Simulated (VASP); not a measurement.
# Cu (Im-3m) in VASP: a series of runs

Runs on Cu. Level: PBEsol. Tasks: single point, relaxation of cell and atoms.

Everything below comes from runs of VASP 6.6.1. Logs are shortened: lines on timing, memory, paths and dates and some standing lists are left out, and cuts for length are marked.

### 1 The cell of the first run

It takes space group Im-3m (No. 229, cubic). Conventional cell: a = 2.394 Å, b = 2.394 Å, c = 2.394 Å, α = 90.00°, β = 90.00°, γ = 90.00°. Cu (site symmetry m-3m) has 14 Cu at 2.07 to 2.39 Å within 2.7 Å.

### 2 Single point, PBEsol

File INCAR:

```
SYSTEM = Cu
PREC = Accurate ; ENCUT = 520
EDIFF = 1E-7 ; ISMEAR = -1
SIGMA = 0.08 ; LREAL = .FALSE.
LASPH = .TRUE. ; NELM = 100
ALGO = Normal ; ISIF = 2
LWAVE = .FALSE. ; LCHARG = .FALSE.
GGA = PS ; NBANDS = 12
```

File KPOINTS:

```
regular mesh
0
G
  22 22 22
  0 0 0
```

File POSCAR:

```
Cu
1.0
   -1.1967944760      1.1967944760      1.1967944760
    1.1967944760     -1.1967944760      1.1967944760
    1.1967944760      1.1967944760     -1.1967944760
Cu
1
Direct
    0.0000000000      0.0000000000      0.0000000000
```

Potentials or basis: VASP PAW PBE potentials, release 64 (Cu).

On the command line:

```console
> cat potpaw_PBE.64/Cu/POTCAR > POTCAR
> mpirun -np 1 vasp_std > vasp.out
```

OUTCAR:

```text
SYSTEM = Cu
   PREC = Accurate
   ENCUT = 520
   EDIFF = 1E-7
   ISMEAR = -1
   LREAL = .FALSE.
   LASPH = .TRUE.
   NELM = 100
   ISIF = 2
   GGA = PS

 ion  position               nearest neighbor table
   1  0.000  0.000  0.000-

  LATTYP: Found a body centered cubic cell.
 ALAT       =     2.3935889520

  Lattice vectors:

 A1 = (  -1.1967944760,   1.1967944760,   1.1967944760)
 A2 = (   1.1967944760,  -1.1967944760,   1.1967944760)
 A3 = (   1.1967944760,   1.1967944760,  -1.1967944760)

Analysis of symmetry for initial positions (statically):
=====================================================================
 Subroutine PRICEL returns:
 Original cell was already a primitive cell.

 Routine SETGRP: Setting up the symmetry group for a
 body centered cubic supercell.

 Subroutine GETGRP returns: Found 48 space group operations
 (whereof 48 operations were pure point group operations)
 out of a pool of 48 trial point group operations.

The static configuration has the point symmetry O_h .

Analysis of symmetry for dynamics (positions and initial velocities):
=====================================================================
 Subroutine PRICEL returns:
 Original cell was already a primitive cell.

 Routine SETGRP: Setting up the symmetry group for a
 body centered cubic supercell.

 Subroutine GETGRP returns: Found 48 space group operations
 (whereof 48 operations were pure point group operations)
 out of a pool of 48 trial point group operations.

The dynamic configuration has the point symmetry O_h .

 Subroutine INISYM returns: Found 48 space group operations
 (whereof 48 operations are pure point group operations),
 and found     1 'primitive' translations

----------------------------------------------------------------------------------------

                                     Primitive cell

  volume of cell :       6.8568

  direct lattice vectors                    reciprocal lattice vectors
    -1.196794476  1.196794476  1.196794476     0.000000000  0.417782677  0.417782677
     1.196794476 -1.196794476  1.196794476     0.417782677  0.000000000  0.417782677
     1.196794476  1.196794476 -1.196794476     0.417782677  0.417782677  0.000000000

  length of vectors
     2.072908839  2.072908839  2.072908839     0.590833928  0.590833928  0.590833928

  position of ions in fractional coordinates (direct lattice)
     0.000000000  0.000000000  0.000000000

  ion indices of the primitive-cell ions
   primitive index   ion index
                 1           1

----------------------------------------------------------------------------------------

 KPOINTS: regular mesh

Automatic generation of k-mesh.
 Grid dimensions read from file:
 generate k-points for:   22   22   22

 Generating k-lattice:

  Cartesian coordinates                     Fractional coordinates (reciprocal lattice)
     0.000000000  0.018990122  0.018990122     0.045454545  0.000000000  0.000000000
     0.018990122  0.000000000  0.018990122     0.000000000  0.045454545  0.000000000
     0.018990122  0.018990122  0.000000000     0.000000000  0.000000000  0.045454545

  Length of vectors
     0.026856088  0.026856088  0.026856088

  Shift w.r.t. Gamma in fractional coordinates (k-lattice)
     0.000000000  0.000000000  0.000000000

 Subroutine IBZKPT returns following result:
 ===========================================

 Found    328 irreducible k-points:

 Following reciprocal coordinates:
            Coordinates               Weight
  0.000000  0.000000  0.000000      1.000000
  0.045455  0.000000  0.000000     12.000000
  0.090909  0.000000  0.000000     12.000000
  0.136364  0.000000  0.000000     12.000000
  0.181818  0.000000  0.000000     12.000000
  0.227273  0.000000  0.000000     12.000000
[... 16 lines left out ...]
  0.090909  0.090909  0.000000     24.000000
  0.136364  0.090909  0.000000     48.000000
 [... further k-points ...]
   k-points           NKPTS =    328   k-points in BZ     NKDIM =    328   number of bands    NBANDS=     12
   number of dos      NEDOS =    301   number of ions     NIONS =      1
   total plane-waves  NPLWV =   4096
   dimension x,y,z NGX =    16 NGY =   16 NGZ =   16
   dimension x,y,z NGXF=    32 NGYF=   32 NGZF=   32
   ions per type =               1
   NGX,Y,Z   is equivalent  to a cutoff of  12.83, 12.83, 12.83 a.u.
   NGXF,Y,Z  is equivalent  to a cutoff of  25.66, 25.66, 25.66 a.u.
 SYSTEM =  Cu
   PREC   = accura    normal or accurate (medium, high low for compatibility)
   ISTART =      0    job   : 0-new  1-cont  2-samecut
   ICHARG =      2    charge: 1-file 2-atom 10-const
   ISPIN  =      1    spin polarized calculation?
   LNONCOLLINEAR =      F non collinear calculations
   LSORBIT =      F    spin-orbit coupling
   LASPH  =      T    aspherical Exc in radial PAW
   ENCUT  =  520.0 eV  38.22 Ry    6.18 a.u.   3.85  3.85  3.85*2*pi/ulx,y,z
   NELM   =    100;   NELMIN=  2; NELMDL= -5     # of ELM steps
   EDIFF  = 0.1E-06   stopping-criterion for ELM
   LREAL  =      F    real-space projection
   EDIFFG = 0.1E-05   stopping-criterion for IOM
   NSW    =      0    number of steps for IOM
   IBRION =     -1    ionic relax: 0-MD 1-quasi-New 2-CG
   NFREE  =      0    steps in history (QN), initial steepest desc. (CG)
   ISIF   =      2    stress and relaxation
   ISYM   =      2    0-nonsym 1-usesym 2-fastsym
   POTIM  = 0.5000    time-step for ionic-motion
   TEBEG  =    0.0;   TEEND  =   0.0 temperature during run
   PSTRESS=    0.0 pullay stress
   NELECT =      11.0000    total number of electrons
   NUPDOWN=      -1.0000    fix difference up-down
   EMIN   =  10.00;   EMAX   =-10.00  energy-range for DOS
   EFERMI =   0.00;   METHOD = LEGACY
   ISMEAR =    -1;   SIGMA  =   0.08  broadening in eV -4-tet -1-fermi 0-gaus
   EFERMI_NEDOS =   21; number of points for ismear=-14 and -15
   IALGO  =     38    algorithm
   IMIX   =      4    mixing-type and parameters
     AMIX     =   0.40;   BMIX     =  1.00
     AMIX_MAG =   1.60;   BMIX_MAG =  1.00
  volume/ion in A,a.u.               =       6.86        46.27
  Fermi-wavevector in a.u.,A,eV,Ry     =   1.916459  3.621582 49.971673  3.672814
  Thomas-Fermi vector in A             =   2.951914
   LORBIT       =      0    0 simple, 1 ext, 2 COOP (PROOUT), +10 PAW based schemes
   GGA     = PS    functional components
   LHFCALC =     F    Hartree Fock is set to
   AEXX    =    0.0000 exact exchange contribution
   IVDW    =     0    specifies the selected vdW correction
   LEPSILON=     F    determine dielectric tensor
   LRPA    =     F    only Hartree local field effects (RPA)
 non-spin polarized calculation
  energy-cutoff  :      520.00
  volume of cell :        6.86
 maximum number of plane-waves:       195
   NGX =  7   NGY =  7   NGZ =  7

 number of electron      10.9999984 magnetization

 Free energy of the ion-electron system (eV)
  ---------------------------------------------------
  ext. energy  EPLUGINS =         0.00000000
  ---------------------------------------------------
  free energy    TOTEN  =        -1.74775822 eV

  energy without entropy =       -1.74354889  energy(sigma->0) =       -1.74565355

 E-fermi :  16.8490     XC(G=0): -16.4299

 val. band max:       16.8489125507   @ k =  -0.3636   0.3636   0.2273
 cond. band min:      16.8565886568   @ k =   0.3636   0.1364   0.0000
 fundamental gap:      0.0076761061
 Fermi energy:        16.8489723862

 k-point     1 :       0.0000    0.0000    0.0000
  band No.  band energies     occupation
      1       2.1099      2.00000
      2      10.9229      2.00000
      3      10.9229      2.00000
      4      10.9229      2.00000
      5      13.1648      2.00000
      6      13.1648      2.00000
      7      46.4708      0.00000
      8      46.4708      0.00000
      9      46.4708      0.00000
     10      54.9170      0.00000
     11      54.9170      0.00000
     12      58.8241      0.00000

 k-point     2 :       0.0455    0.0000    0.0000
  band No.  band energies     occupation
      1       2.2302      2.00000
      2      10.8861      2.00000
      3      10.9191      2.00000
      4      10.9909      2.00000
      5      13.1254      2.00000
      6      13.1675      2.00000
      7      45.8523      0.00000
      8      46.3616      0.00000
      9      46.4501      0.00000
     10      54.4833      0.00000
     11      55.3711      0.00000
     12      57.2421      0.00000

 k-point     3 :       0.0909    0.0000    0.0000
  band No.  band energies     occupation
      1       2.5861      2.00000
      2      10.7798      2.00000
      3      10.9015      2.00000
      4      11.1915      2.00000
      5      13.0235      2.00000
      6      13.1763      2.00000
      7      44.2645      0.00000
      8      45.9651      0.00000
      9      46.3938      0.00000
     10      53.8317      0.00000
     11      55.0601      0.00000
     12      55.4437      0.00000
[... 286 lines left out ...]
 k-point    23 :       0.0909    0.0909    0.0000
  band No.  band energies     occupation
      1       3.4960      2.00000
      2      10.5995      2.00000
      3      10.7002      2.00000
      4      11.7537      2.00000
      5      12.8088      2.00000
      6      13.2394      2.00000
      7      41.6130      0.00000
      8      43.3271      0.00000
      9      47.1589      0.00000
     10      50.6795      0.00000
     11      53.3134      0.00000
     12      56.1887      0.00000

 k-point    24 :       0.1364    0.0909    0.0000
  band No.  band energies     occupation
      1       4.2395      2.00000
      2      10.4136      2.00000
      3      10.5743      2.00000
      4      12.2111      2.00000
      5      12.7129      2.00000
      6      13.2954      2.00000
      7      39.5379      0.00000
      8      41.8784      0.00000
      9      47.2852      0.00000
     10      48.7592      0.00000
     11      53.4999      0.00000
     12      55.9457      0.00000

 [... further k-points ...]

------------------------ aborting loop because EDIFF is reached ----------------------------------------

  FORCE on cell =-STRESS in cart. coord.  units (eV):
  Direction    XX          YY          ZZ          XY          YZ          ZX
  --------------------------------------------------------------------------------------
  -------------------------------------------------------------------------------------
  Total       12.5216094     12.5216094     12.5216094      0.0000000      0.0000000      0.0000000
  in kB     2925.8497166   2925.8497166   2925.8497166      0.0000000      0.0000000      0.0000000
  external PRESSURE =    2925.8497166 kB  Pullay stress =       0.0000000 kB

 VOLUME and BASIS-vectors are now :
 -----------------------------------------------------------------------------
  energy-cutoff  :      520.00
  volume of cell :        6.86
      direct lattice vectors                 reciprocal lattice vectors
    -1.196794476  1.196794476  1.196794476     0.000000000  0.417782677  0.417782677
     1.196794476 -1.196794476  1.196794476     0.417782677  0.000000000  0.417782677
     1.196794476  1.196794476 -1.196794476     0.417782677  0.417782677  0.000000000

 POSITION                                       TOTAL-FORCE (eV/Angst)
 -----------------------------------------------------------------------------------
      0.00000      0.00000      0.00000         0.000000      0.000000     -0.000000
 -----------------------------------------------------------------------------------
    total drift:                                0.000000      0.000000      0.000000

  FREE ENERGIE OF THE ION-ELECTRON SYSTEM (eV)
  ---------------------------------------------------
  free  energy   TOTEN  =        -1.7477582238 eV

  energy  without entropy=       -1.7435488855  energy(sigma->0) =       -1.74565355
```

Wall time 44 s (1 thread of AMD EPYC 7R13, shared host); peak memory 0.1 GiB.

What came out:

| Item | Value |
| --- | --- |
| Free energy | -1.7478 eV |
| Pressure | 292.6 GPa |

Caveat: the PAW data sets were made with another functional, which shifts forces and pressure a little.

### 3 Single point, PBEsol

File INCAR:

```
ALGO = Normal
EDIFF = 1E-7
ENCUT = 520
GGA = PS
ISIF = 2
ISMEAR = -1
LASPH = T
LCHARG = F
LREAL = F
LWAVE = F
NBANDS = 12
NELM = 60
PREC = Accurate
SIGMA = 0.08
```

File KPOINTS:

```
k-points
0
Gamma
  22 22 22
```

File POSCAR:

```
Cu
1.0
   -1.1968809989      1.1968809989      1.1968809989
    1.1968809989     -1.1968809989      1.1968809989
    1.1968809989      1.1968809989     -1.1968809989
Cu
1
Direct
    0.0000000000      0.0000000000      0.0000000000
```

Potentials or basis: VASP PAW PBE potentials, release 64 (Cu).

On the command line:

```console
> cat potpaw_PBE.64/Cu/POTCAR > POTCAR
> mpirun -np 1 vasp_std > vasp.out
```

Run time: 44 s. Hardware: 1 thread of AMD EPYC 7R13, shared host; peak memory 0.1 GiB.

The run converged. Its results:

```
Free energy : -1.7505 eV
Pressure    : 292.3 GPa
```

Levels at points of the mesh, in eV from the Fermi level:
```
           k point  band 3  band 4  band 5  band 6  band 7  band 8
(0.00, 0.00, 0.00)   -5.92   -5.92   -3.68   -3.68   29.62   29.62
(0.50, 0.00, 0.00)   -3.71   -3.37   -2.53   -1.94    8.00   21.40
(0.50, 0.50, 0.50)   -2.34   -2.34   -2.34   10.80   10.80   10.80
```

Caveat: the PAW data sets were made with another functional, which shifts forces and pressure a little.

(Part 1 of 2 ends here.)
